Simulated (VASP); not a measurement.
# Mn (Im-3m) in VASP: further runs, part 2 of 2

VASP 6.6.1.

## (3) Single point, BLYP (volume scaled by 0.88)

Input file INCAR:

```
SYSTEM = Mn
PREC = Accurate ; ENCUT = 520
EDIFF = 1E-6 ; ISMEAR = -1
SIGMA = 0.1 ; LREAL = .False.
LASPH = .True. ; NELM = 60
ALGO = Normal ; ISIF = 2
LWAVE = .False. ; LCHARG = .False.
GGA = B5 ; ALDAX = 1.0
AGGAX = 1.0 ; AGGAC = 1.0
ALDAC = 0.0 ; NBANDS = 12
```

Input file KPOINTS:

```
regular mesh
0
Gamma
  18 18 18
  0 0 0
```

Input file POSCAR:

```
Mn
1.0
   -1.3511195585      1.3511195585      1.3511195585
    1.3511195585     -1.3511195585      1.3511195585
    1.3511195585      1.3511195585     -1.3511195585
Mn
1
Direct
    0.0000000000      0.0000000000      0.0000000000
```

Potentials or basis: VASP PAW PBE potentials, release 64 (Mn_pv).

The run is started by

```console
> cat potpaw_PBE.64/Mn_pv/POTCAR > POTCAR
> mpirun -np 1 vasp_std > vasp.out
```

OUTCAR:

```text
SYSTEM = Mn
   PREC = Accurate
   ENCUT = 520
   EDIFF = 1E-6
   ISMEAR = -1
   LREAL = .False.
   LASPH = .True.
   NELM = 60
   ISIF = 2
   GGA = B5

 ion  position               nearest neighbor table
   1  0.000  0.000  0.000-

  LATTYP: Found a body centered cubic cell.
 ALAT       =     2.7022391170

  Lattice vectors:

 A1 = (  -1.3511195585,   1.3511195585,   1.3511195585)
 A2 = (   1.3511195585,  -1.3511195585,   1.3511195585)
 A3 = (   1.3511195585,   1.3511195585,  -1.3511195585)

Analysis of symmetry for initial positions (statically):
=====================================================================
 Subroutine PRICEL returns:
 Original cell was already a primitive cell.

 Routine SETGRP: Setting up the symmetry group for a
 body centered cubic supercell.

 Subroutine GETGRP returns: Found 48 space group operations
 (whereof 48 operations were pure point group operations)
 out of a pool of 48 trial point group operations.

The static configuration has the point symmetry O_h .

Analysis of symmetry for dynamics (positions and initial velocities):
=====================================================================
 Subroutine PRICEL returns:
 Original cell was already a primitive cell.

 Routine SETGRP: Setting up the symmetry group for a
 body centered cubic supercell.

 Subroutine GETGRP returns: Found 48 space group operations
 (whereof 48 operations were pure point group operations)
 out of a pool of 48 trial point group operations.

The dynamic configuration has the point symmetry O_h .

 Subroutine INISYM returns: Found 48 space group operations
 (whereof 48 operations are pure point group operations),
 and found     1 'primitive' translations

----------------------------------------------------------------------------------------

                                     Primitive cell

  volume of cell :       9.8660

  direct lattice vectors                    reciprocal lattice vectors
    -1.351119558  1.351119558  1.351119558     0.000000000  0.370063476  0.370063476
     1.351119558 -1.351119558  1.351119558     0.370063476  0.000000000  0.370063476
     1.351119558  1.351119558 -1.351119558     0.370063476  0.370063476  0.000000000

  length of vectors
     2.340207722  2.340207722  2.340207722     0.523348786  0.523348786  0.523348786

  position of ions in fractional coordinates (direct lattice)
     0.000000000  0.000000000  0.000000000

  ion indices of the primitive-cell ions
   primitive index   ion index
                 1           1

----------------------------------------------------------------------------------------

 KPOINTS: regular mesh

Automatic generation of k-mesh.
 Grid dimensions read from file:
 generate k-points for:   18   18   18

 Generating k-lattice:

  Cartesian coordinates                     Fractional coordinates (reciprocal lattice)
     0.000000000  0.020559082  0.020559082     0.055555556  0.000000000  0.000000000
     0.020559082  0.000000000  0.020559082     0.000000000  0.055555556  0.000000000
     0.020559082  0.020559082  0.000000000     0.000000000  0.000000000  0.055555556

  Length of vectors
     0.029074933  0.029074933  0.029074933

  Shift w.r.t. Gamma in fractional coordinates (k-lattice)
     0.000000000  0.000000000  0.000000000

 Subroutine IBZKPT returns following result:
 ===========================================

 Found    195 irreducible k-points:

 Following reciprocal coordinates:
            Coordinates               Weight
  0.000000  0.000000  0.000000      1.000000
  0.055556  0.000000  0.000000     12.000000
  0.111111  0.000000  0.000000     12.000000
  0.166667  0.000000  0.000000     12.000000
  0.222222  0.000000  0.000000     12.000000
  0.277778  0.000000  0.000000     12.000000
[... 16 lines left out ...]
  0.333333  0.111111  0.000000     48.000000
  0.388889  0.111111  0.000000     48.000000
 [... further k-points ...]
   k-points           NKPTS =    195   k-points in BZ     NKDIM =    195   number of bands    NBANDS=     12
   number of dos      NEDOS =    301   number of ions     NIONS =      1
   total plane-waves  NPLWV =   5832
   dimension x,y,z NGX =    18 NGY =   18 NGZ =   18
   dimension x,y,z NGXF=    36 NGYF=   36 NGZF=   36
   ions per type =               1
   NGX,Y,Z   is equivalent  to a cutoff of  12.79, 12.79, 12.79 a.u.
   NGXF,Y,Z  is equivalent  to a cutoff of  25.57, 25.57, 25.57 a.u.
 SYSTEM =  Mn
   PREC   = accura    normal or accurate (medium, high low for compatibility)
   ISTART =      0    job   : 0-new  1-cont  2-samecut
   ICHARG =      2    charge: 1-file 2-atom 10-const
   ISPIN  =      1    spin polarized calculation?
   LNONCOLLINEAR =      F non collinear calculations
   LSORBIT =      F    spin-orbit coupling
   LASPH  =      T    aspherical Exc in radial PAW
   ENCUT  =  520.0 eV  38.22 Ry    6.18 a.u.   4.35  4.35  4.35*2*pi/ulx,y,z
   NELM   =     60;   NELMIN=  2; NELMDL= -5     # of ELM steps
   EDIFF  = 0.1E-05   stopping-criterion for ELM
   LREAL  =      F    real-space projection
   EDIFFG = 0.1E-04   stopping-criterion for IOM
   NSW    =      0    number of steps for IOM
   IBRION =     -1    ionic relax: 0-MD 1-quasi-New 2-CG
   NFREE  =      0    steps in history (QN), initial steepest desc. (CG)
   ISIF   =      2    stress and relaxation
   ISYM   =      2    0-nonsym 1-usesym 2-fastsym
   POTIM  = 0.5000    time-step for ionic-motion
   TEBEG  =    0.0;   TEEND  =   0.0 temperature during run
   PSTRESS=    0.0 pullay stress
   NELECT =      13.0000    total number of electrons
   NUPDOWN=      -1.0000    fix difference up-down
   EMIN   =  10.00;   EMAX   =-10.00  energy-range for DOS
   EFERMI =   0.00;   METHOD = LEGACY
   ISMEAR =    -1;   SIGMA  =   0.10  broadening in eV -4-tet -1-fermi 0-gaus
   EFERMI_NEDOS =   21; number of points for ismear=-14 and -15
   IALGO  =     38    algorithm
   IMIX   =      4    mixing-type and parameters
     AMIX     =   0.40;   BMIX     =  1.00
     AMIX_MAG =   1.60;   BMIX_MAG =  1.00
  volume/ion in A,a.u.               =       9.87        66.58
  Fermi-wavevector in a.u.,A,eV,Ry     =   1.794770  3.391624 43.827085  3.221200
  Thomas-Fermi vector in A             =   2.856658
   LORBIT       =      0    0 simple, 1 ext, 2 COOP (PROOUT), +10 PAW based schemes
   GGA     = B5    functional components
   LHFCALC =     F    Hartree Fock is set to
   AEXX    =    0.0000 exact exchange contribution
   IVDW    =     0    specifies the selected vdW correction
   LEPSILON=     F    determine dielectric tensor
   LRPA    =     F    only Hartree local field effects (RPA)
 non-spin polarized calculation
  energy-cutoff  :      520.00
  volume of cell :        9.87
 maximum number of plane-waves:       274
 NGX is ok and might be reduce to    18
   NGX =  9   NGY =  9   NGZ =  9

 number of electron      13.0000008 magnetization

 Free energy of the ion-electron system (eV)
  ---------------------------------------------------
  ext. energy  EPLUGINS =         0.00000000
  ---------------------------------------------------
  free energy    TOTEN  =        -7.54902998 eV

  energy without entropy =       -7.48279746  energy(sigma->0) =       -7.51591372

 E-fermi :  12.6303     XC(G=0): -13.9598

 val. band max:       12.6231357044   @ k =  -0.4444   0.4444   0.3333
 cond. band min:      12.6371150952   @ k =  -0.3333   0.3889   0.0556
 fundamental gap:      0.0139793908
 Fermi energy:        12.6303162051

 k-point     1 :       0.0000    0.0000    0.0000
  band No.  band energies     occupation
      1     -35.1773      2.00000
      2     -35.1773      2.00000
      3     -35.1773      2.00000
      4       3.8037      2.00000
      5      10.7932      2.00000
      6      10.7932      2.00000
      7      10.7932      2.00000
      8      13.0199      0.03983
      9      13.0199      0.03982
     10      37.3151      0.00000
     11      37.3151      0.00000
     12      37.3151      0.00000
[... 331 lines left out ...]
 k-point    24 :       0.3889    0.1111    0.0000
  band No.  band energies     occupation
      1     -36.1269      2.00000
      2     -35.5241      2.00000
      3     -35.2267      2.00000
      4       7.5579      2.00000
      5       9.2757      2.00000
      6      11.7741      1.99962
      7      12.9356      0.09017
      8      13.6992      0.00005
      9      15.9914      0.00000
     10      23.6948      0.00000
     11      30.5876      0.00000
     12      34.7106      0.00000

 [... further k-points ...]

------------------------ aborting loop because EDIFF is reached ----------------------------------------

  FORCE on cell =-STRESS in cart. coord.  units (eV):
  Direction    XX          YY          ZZ          XY          YZ          ZX
  --------------------------------------------------------------------------------------
  -------------------------------------------------------------------------------------
  Total        2.6079062      2.6079062      2.6079062      0.0000000      0.0000000      0.0000000
  in kB      423.5076021    423.5076021    423.5076021      0.0000000      0.0000000      0.0000000
  external PRESSURE =     423.5076021 kB  Pullay stress =       0.0000000 kB

 VOLUME and BASIS-vectors are now :
 -----------------------------------------------------------------------------
  energy-cutoff  :      520.00
  volume of cell :        9.87
      direct lattice vectors                 reciprocal lattice vectors
    -1.351119558  1.351119558  1.351119558     0.000000000  0.370063476  0.370063476
     1.351119558 -1.351119558  1.351119558     0.370063476  0.000000000  0.370063476
     1.351119558  1.351119558 -1.351119558     0.370063476  0.370063476  0.000000000

 POSITION                                       TOTAL-FORCE (eV/Angst)
 -----------------------------------------------------------------------------------
      0.00000      0.00000      0.00000         0.000000      0.000000      0.000000
 -----------------------------------------------------------------------------------
    total drift:                                0.000000      0.000000      0.000000

  FREE ENERGIE OF THE ION-ELECTRON SYSTEM (eV)
  ---------------------------------------------------
  free  energy   TOTEN  =        -7.5490299812 eV

  energy  without entropy=       -7.4827974599  energy(sigma->0) =       -7.51591372
```

It took 20 s on 1 thread of Intel Xeon Platinum 8375C at 2.90GHz (Ice Lake), shared host; peak memory 0.13 GiB.

Results:

```
Free energy : -7.5490 eV
Pressure    : 42.4 GPa
```

Caveat: the PAW data sets were made with another functional, which shifts forces and pressure a little; the run has no spin polarisation, though such a crystal can be magnetic. Spin polarisation is off, so any magnetic state and its effect on volume and gap are missing.

## (4) Single point, BLYP (volume scaled by 0.92)

Input file INCAR:

```
  PREC = Accurate
  ENCUT = 520
  EDIFF = 1E-6
  ISMEAR = -1
  SIGMA = 0.1
  LREAL = False
  LASPH = True
  NELM = 80
  ALGO = Normal
  ISIF = 2
  LWAVE = False
  LCHARG = True
  GGA = B5
  ALDAX = 1.0
  AGGAX = 1.0
  AGGAC = 1.0
  ALDAC = 0.0
  LELF = True
  LVHAR = True
  NBANDS = 12
```

Input file KPOINTS:

```
Automatic mesh
0
Gamma
  18 18 18
```

Input file POSCAR:

```
Mn
1.0
   -1.3712884956      1.3712884956      1.3712884956
    1.3712884956     -1.3712884956      1.3712884956
    1.3712884956      1.3712884956     -1.3712884956
Mn
1
Direct
    0.0000000000      0.0000000000      0.0000000000
```

The run is started by

```console
> cat potpaw_PBE.64/Mn_pv/POTCAR > POTCAR
> mpirun -np 1 vasp_std > vasp.out
```

Run time: 22 s. Hardware: 1 thread of Intel Xeon Platinum 8375C at 2.90GHz (Ice Lake), shared host; peak memory 0.14 GiB.

Results (log left out):

```
Free energy : -7.6423 eV
Pressure    : 25.0 GPa
```

Levels at points of the mesh, in eV from the Fermi level:
| k point | band 4 | band 5 | band 6 | band 7 | band 8 | band 9 |
| --- | --- | --- | --- | --- | --- | --- |
| (0.00, 0.00, 0.00) | -8.62 | -1.73 | -1.73 | -1.73 | 0.37 | 0.37 |
| (0.50, 0.00, 0.00) | -5.14 | -3.25 | 0.35 | 0.69 | 0.99 | 2.02 |
| (0.50, 0.50, 0.50) | -5.02 | -5.02 | 1.63 | 1.63 | 1.63 | 11.13 |

Caveat: the PAW data sets were made with another functional, which shifts forces and pressure a little; the run has no spin polarisation, though such a crystal can be magnetic. Spin polarisation is off, so any magnetic state and its effect on volume and gap are missing.

## (5) Single point, BLYP (volume scaled by 0.96)

Input file INCAR:

```
PREC = Accurate ; ENCUT = 520
EDIFF = 1E-6 ; ISMEAR = -1
SIGMA = 0.1 ; LREAL = F
LASPH = T ; NELM = 60
ALGO = Normal ; ISIF = 2
LWAVE = F ; LCHARG = T
GGA = B5 ; ALDAX = 1.0
AGGAX = 1.0 ; AGGAC = 1.0
ALDAC = 0.0 ; LELF = T
LVHAR = T ; NBANDS = 12
```

KPOINTS is that of step 4.

Input file POSCAR:

```
Mn
1.0
   -1.3908809783      1.3908809783      1.3908809783
    1.3908809783     -1.3908809783      1.3908809783
    1.3908809783      1.3908809783     -1.3908809783
Mn
1
Direct
    0.0000000000      0.0000000000      0.0000000000
```

The run is started by

```console
> cat potpaw_PBE.64/Mn_pv/POTCAR > POTCAR
> mpirun -np 1 vasp_std > vasp.out
```

Run time: 20 s. Hardware: 1 thread of Intel Xeon Platinum 8375C at 2.90GHz (Ice Lake), shared host; peak memory 0.13 GiB.

Results (log left out):

| Property | Result |
| --- | --- |
| Free energy | -7.6923 eV |
| Pressure | 11.2 GPa |

Levels at points of the mesh, in eV from the Fermi level:
| k point | band 3 | band 4 | band 5 | band 6 | band 7 | band 8 | band 9 | band 10 |
| --- | --- | --- | --- | --- | --- | --- | --- | --- |
| (0.00, 0.00, 0.00) | -47.82 | -8.42 | -1.63 | -1.63 | -1.63 | 0.36 | 0.36 | 23.99 |
| (0.50, 0.00, 0.00) | -47.83 | -4.89 | -3.06 | 0.33 | 0.65 | 0.92 | 1.89 | 9.36 |
| (0.50, 0.50, 0.50) | -48.36 | -4.72 | -4.72 | 1.53 | 1.53 | 1.53 | 10.75 | 10.75 |

Caveat: the PAW data sets were made with another functional, which shifts forces and pressure a little; the run has no spin polarisation, though such a crystal can be magnetic.

## (6) The runs side by side

| cell | k mesh | gap on the mesh (eV) | pressure (GPa) |
| --- | --- | --- | --- |
| a = 2.442 Å, angles 109.5°, 1 atom | 15 × 15 × 15 | none | 0.1 |
| a = 2.340 Å, angles 109.5°, 1 atom | 18 × 18 × 18 | none | 42.4 |
| a = 2.375 Å, angles 109.5°, 1 atom | 18 × 18 × 18 | none | 25.0 |
| a = 2.409 Å, angles 109.5°, 1 atom | 18 × 18 × 18 | none | 11.2 |

Alike in all rows: task single point; level BLYP; potentials or basis VASP PAW PBE potentials, release 64 (Mn_pv); no spin polarisation; cutoff (eV) 520; smearing fermi-dirac 0.1 eV.

Caveats: the PAW data sets were made with another functional, which shifts forces and pressure a little; the run has no spin polarisation, though such a crystal can be magnetic.

Absolute energies hang on the potentials; compare differences alone.
